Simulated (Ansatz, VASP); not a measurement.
One calculation of Al3BSb2, two programs

```xyz
6
Lattice="3.7200 0.0000 0.0000 -1.8600 3.2216 0.0000 0.0000 0.0000 9.1100" Properties=species:S:1:pos:R:3 pbc="T T T"
Al    1.8600    1.0739    8.3511
Al    0.0000    0.0000    2.2775
Al    0.0000    2.1477    5.3139
B     0.0000    0.0000    0.0000
Sb    1.8600    1.0739    6.0736
Sb    0.0000    2.1477    3.0364
```

Alike in both runs: task relaxation of cell and atoms; functional PBE; k mesh 5 × 5 × 2; occupations gaussian, width 0.2 eV; no spin polarisation.

|  | VASP | Ansatz |
| --- | --- | --- |
| version | VASP 6.6.1 | Ansatz 0.2.0 |
| potentials or method | VASP PAW PBE potentials, release 64 (Al, B, Sb), cutoff 500 eV | scalar-relativistic, plane waves, PAW |
| valence electrons in the cell | 22 | 42 |

VASP gave:

```
gap on the k mesh at the Fermi level, each at its own relaxed structure (eV) : none
relaxed volume (Å³/atom)                                                     : 23.56
relaxed cell length with the largest relative difference (Å)                 : 10.759
```

Task: Estimate Ansatz's values.

Result: gap on the k mesh at the Fermi level, each at its own relaxed structure (eV): none; relaxed volume (Å³/atom): 23.40; relaxed cell length with the largest relative difference (Å): 10.537.

A gap of «none» marks a metal or a gap that the smearing closes. VASP's potentials hold 22 valence electrons a cell and Ansatz's 42, so a difference there can come from the potentials and not from the codes.

The k mesh is coarse, so the values compare programs but aren't converged. Spin-orbit coupling is off throughout. Noted on VASP's run: the volume moved by over 15 % at a fixed basis, so the end points are rough.
